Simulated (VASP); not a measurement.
A run of VASP 6.6.1 is set up as follows.

The input INCAR:

```
ALGO = Normal
EDIFF = 1E-8
ENCUT = 520
ISIF = 2
ISMEAR = -1
LASPH = T
LCHARG = F
LEFG = T
LREAL = F
LWAVE = F
NBANDS = 8
NELM = 60
PREC = Accurate
SIGMA = 0.03
```

The input KPOINTS:

```
k-points
0
Gamma
  17 17 17
```

The input POSCAR:

```
Al
1.0
    0.0000000000      2.0636759603      2.0636759603
    2.0636759603      0.0000000000      2.0636759603
    2.0636759603      2.0636759603      0.0000000000
Al
1
Direct
    0.0000000000      0.0000000000      0.0000000000
```

Potentials or basis: VASP PAW LDA potentials, release 64 (Al).

Launch:

```bash
$ cat potpaw_LDA.64/Al/POTCAR > POTCAR
$ mpirun -np 1 vasp_std > vasp.out
```

(1) What does it give for the pressure?

Results:

(1) -7.0 GPa.

Caveat: without QUAD_EFG the Cq values of the log hold for a quadrupole moment of 1 mb, not for the nuclei.
